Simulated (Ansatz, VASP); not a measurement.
# Si: VASP beside Ansatz

The input INCAR:

```
PREC = Accurate ; ENCUT = 520
EDIFF = 1E-7 ; ISMEAR = -1
SIGMA = 0.05 ; LREAL = F
LASPH = T ; NELM = 80
ALGO = Normal ; ISIF = 2
LWAVE = F ; LCHARG = F
GGA = PE ; NBANDS = 11
```

File KPOINTS:

```
Automatic mesh
0
Gamma
  16 16 16
```

The input POSCAR:

```
Si
1.0
   -2.2510000000      2.3685000000      1.2750000000
    2.2510000000     -2.3685000000      1.2750000000
    2.2510000000      2.3685000000     -1.2750000000
Si
2
Direct
    0.8070000000      0.5570000000      0.2500000000
    0.1930000000      0.4430000000      0.7500000000
```

Input for Ansatz:

```yaml
crystal:
  lattice:
    - [-2.251, 2.3685, 1.275]
    - [2.251, -2.3685, 1.275]
    - [2.251, 2.3685, -1.275]
  atoms:
    - { symbol: Si, position: [0.807, 0.557, 0.25] }
    - { symbol: Si, position: [0.193, 0.443, 0.75] }
kpoints:
  mp_grid: { grid: [16, 16, 16] }
  band_path:
    path:
      - [0.0, 0.0, 0.0]
      - [0.5, -0.5, 0.5]
      - [0.4758105458, -0.4758105458, 0.5241894542]
      - [-0.4758105458, 0.4758105458, 0.4758105458]
      - [0.0, 0.0, 0.0]
      - [0.3224458646, 0.3224458646, -0.3224458646]
      - [0.6775541354, -0.3224458646, 0.3224458646]
      - [0.5, -0.5, 0.5]
      - [0.0, 0.0, 0.0]
    npoints: 14
scf:
  occupations: { method: fermi_dirac, width: 0.05 }
hamiltonian:
  xc: pbe
  pseudopotentials: { kind: all_electron, lapw: { basis_error: 0.0005 } }
output:
  forces: true
  stress: true
  eigenvalues: true
  populations: true
  dos: { projected: true, de: 0.2, e_range: [-14, 8] }
```

Alike in both runs: task single point; functional PBE; k mesh 16 × 16 × 16; occupations fermi-dirac, width 0.05 eV; no spin polarisation.

```csv
,VASP,Ansatz
version,VASP 6.6.1,Ansatz 0.2.0
potentials or method,"VASP PAW PBE potentials, release 64 (Si), cutoff 520 eV","all-electron LAPW, scalar-relativistic"
```

|  | VASP | Ansatz | Ansatz less VASP |
| --- | --- | --- | --- |
| pressure (GPa) | 15.7 | 15.7 | +0.07 |
| traceless stress, the component that is largest in VASP (GPa) | 1.69 | 1.69 | -0.003 |

Ansatz ran all-electron here, and VASP with PAW potentials.
